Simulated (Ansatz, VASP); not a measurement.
# Two plane-wave programs on Hf

The input INCAR:

```
PREC = Accurate
ENCUT = 600
EDIFF = 1E-6
ISMEAR = -1
SIGMA = 0.1
LREAL = False
LASPH = True
NELM = 100
ALGO = Normal
ISIF = 3
LWAVE = False
LCHARG = False
GGA = PS
IBRION = 2
NSW = 80
EDIFFG = -0.01
```

KPOINTS

```
regular mesh
0
Gamma
  12 12 12
```

POSCAR

```
Hf
1.0
   -1.7752869173      1.7752869173      1.7752869173
    1.7752869173     -1.7752869173      1.7752869173
    1.7752869173      1.7752869173     -1.7752869173
Hf
1
Direct
    0.0000000000      0.0000000000      0.0000000000
```

Input for Ansatz:

```yaml
crystal:
  lattice:
    - [-1.7752869173, 1.7752869173, 1.7752869173]
    - [1.7752869173, -1.7752869173, 1.7752869173]
    - [1.7752869173, 1.7752869173, -1.7752869173]
  atoms:
    - { symbol: Hf, position: [0.0, 0.0, 0.0] }
hamiltonian:
  xc: pbesol
  pseudopotentials:
    kind: paw
    azcp:
      Hf: "pseudopotentials/Hf.paw.azcp"
basis:
  ecutwfc: 420
  fft_grid_basis: typed
kpoints:
  mp_grid: { grid: [12, 12, 12], shift: [0, 0, 0] }
magnetization:
  spin_polarized: false
scf:
  occupations: { method: fermi_dirac, width: 0.1 }
relax:
  max_steps: 60
  f_tol: 0.01
  cell: {}
```

Alike in both runs: task relaxation of cell and atoms; functional PBEsol; k mesh 12 × 12 × 12; occupations fermi-dirac, width 0.1 eV; no spin polarisation.

|  | VASP | Ansatz |
| --- | --- | --- |
| version | VASP 6.6.1 | Ansatz 0.2.0 |
| potentials or method | VASP PAW PBE potentials, release 64 (Hf_pv), cutoff 600 eV | plane waves (420 eV) with PAW, scalar-relativistic |
| valence electrons in the cell | 10 | 26 |

Ansatz gave:

```
relaxed volume (Å³/atom)                                     : 21.29
relaxed cell length with the largest relative difference (Å) : 3.024
```

Q: Estimate VASP's values.

A: Relaxed volume (Å³/atom): 21.26; relaxed cell length with the largest relative difference (Å): 3.023.

VASP's potentials were made for PBE, not for PBEsol, and Ansatz warns of the same on its side. VASP's potentials hold 10 valence electrons a cell and Ansatz's 26, so a difference there can come from the potentials and not from the codes.

Neither program's run includes spin-orbit coupling.
